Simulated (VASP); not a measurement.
Crystal: Mg4Se.

```xyz
5
Lattice="4.5564 0.0000 0.0000 -2.2782 3.9460 0.0000 0.0000 0.0000 6.3933" Properties=species:S:1:pos:R:3 pbc="T T T"
Mg    0.0000    2.6307    0.0000
Mg    2.2782    1.3153    0.0000
Mg    0.0000    0.0000    5.3403
Mg    0.0000    0.0000    1.0530
Se    0.0000    0.0000    3.1966
```

| Property | Result |
| --- | --- |
| Program | VASP 6.6.1 |
| Task | relaxation of cell and atoms |
| Functional | PBE |
| Potentials or basis | VASP PAW PBE potentials, release 64 (Mg, Se) |
| Cutoff | 600 eV |
| k mesh | 6 × 6 × 4 |
| Occupations | gaussian, width 0.1 eV |
| Spin | no spin polarisation |

At the start: pressure 23.1 GPa; volume 22.99 Å³/atom.

Problem. Where does the relaxation end?

Solution. Over 8 steps the energy falls by 690.5 meV/atom and the volume is 34.99 Å³/atom (+52.2 %); space group P6/mmm (No. 191, to 0.05 Å).

The path:
```csv
step,energy change (eV),largest force (eV/Å),pressure (GPa),volume (Å³)
1,0.0000,1.7907,23.06,114.95
2,-3.1921,1.0842,-1.21,178.36
3,-3.2559,1.1713,0.74,164.58
4,-3.2589,1.1598,0.47,166.17
5,-3.4349,0.3228,0.35,170.74
6,-3.4485,0.0464,0.45,172.40
7,-3.4485,0.0177,0.44,172.28
8,-3.4526,0.0274,0.05,174.96
```

Final structure:
```
Mg Se
1.0
     5.15250    0.00000    0.00000
    -2.57625    4.46220    0.00000
     0.00000    0.00000    7.60962
Mg Se
4 1
Cartesian
  0.0000 2.9748 7.6096
  2.5763 1.4874 7.6096
  0.0000 0.0000 6.1907
  -2.5762 4.4622 1.4189
  -2.5762 4.4622 3.8048
```

Caveat: the volume moved by over 15 % at a fixed basis, so the end points are rough.
